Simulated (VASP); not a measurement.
Set up this calculation in VASP 6.6.1, as the native input.

| Item | Value |
| --- | --- |
| Task | relaxation of shape and atoms at fixed volume |
| Functional | r2SCAN |
| Potentials or basis | VASP PAW PBE potentials, release 64 (Zn, F) |
| Cutoff | 660 eV |
| k mesh | 6 × 6 × 8 |
| Occupations | gaussian, width 0.02 eV |
| Spin | no spin polarisation |
| Dipole correction | no |
| Further INCAR settings | ALGO = Normal; EDIFF = 1e-07; IBRION = 2; EDIFFG = -0.01; NSW = 50; ISIF = 4 |

Crystal: ZnF2.

```
Zn F
1.0
     4.74863    0.00000    0.00000
     0.00000    4.74863    0.00000
     0.00000    0.00000    3.15937
Zn F
2 4
Direct
  0.00000 0.00000 0.00000
  0.50000 0.50000 0.50000
  0.30322 0.30322 0.00000
  0.19678 0.80322 0.50000
  0.69678 0.69678 0.00000
  0.80322 0.19678 0.50000
```

One way to write it, as run:

POSCAR

```
ZnF2
1.0
    4.7486271354      0.0000000000      0.0000000000
    0.0000000000      4.7486271354      0.0000000000
    0.0000000000      0.0000000000      3.1593711319
Zn F
2 4
Direct
    0.0000000000      0.0000000000      0.0000000000
    0.5000000000      0.5000000000      0.5000000000
    0.3032248209      0.3032248209      0.0000000000
    0.1967751791      0.8032248209      0.5000000000
    0.6967751791      0.6967751791      0.0000000000
    0.8032248209      0.1967751791      0.5000000000
```

INCAR.step1

```
ALGO = Normal
EDIFF = 1E-5
EDIFFG = -0.005
ENCUT = 660
GGA = PE
GGA_COMPAT = F
IBRION = 2
ISIF = 3
ISMEAR = 0
LASPH = T
LCHARG = F
LREAL = F
LWAVE = T
NELM = 120
NELMIN = 4
NSW = 100
PREC = Accurate
SIGMA = 0.02
```

INCAR.step2

```
ALGO = Normal
EDIFF = 1E-7
EDIFFG = -0.01
ENCUT = 660
GGA_COMPAT = F
IBRION = 2
ISIF = 4
ISMEAR = 0
ISTART = 1
LASPH = T
LCHARG = F
LMIXTAU = T
LREAL = F
LWAVE = F
METAGGA = R2SCAN
NELM = 120
NELMIN = 4
NSW = 50
PREC = Accurate
SIGMA = 0.02
```

KPOINTS

```
k-points
0
Gamma
  6 6 8
```

Potentials or basis: VASP PAW PBE potentials, release 64 (Zn, F).

Run with:

```bash
$ cat potpaw_PBE.64/Zn/POTCAR potpaw_PBE.64/F/POTCAR > POTCAR
$ cp INCAR.step1 INCAR
$ mpirun -np 1 vasp_std > vasp.out
$ cp INCAR.step2 INCAR
$ mpirun -np 1 vasp_std > vasp.out
```

It gave:

* Energy gained by relaxing: 0.1 meV/atom
* Ionic steps: 4
* Pressure after relaxing: -2.9 GPa
* Largest force after relaxing: 0.004 eV/Å
* Band gap on the k mesh: 4.20 eV

Caveat: the PAW data sets were made with another functional, which shifts forces and pressure a little.

Run time: 52 min on 1 thread of Oxide Virtual Turin-like Processor, on a shared host, peak memory 0.27 GiB.
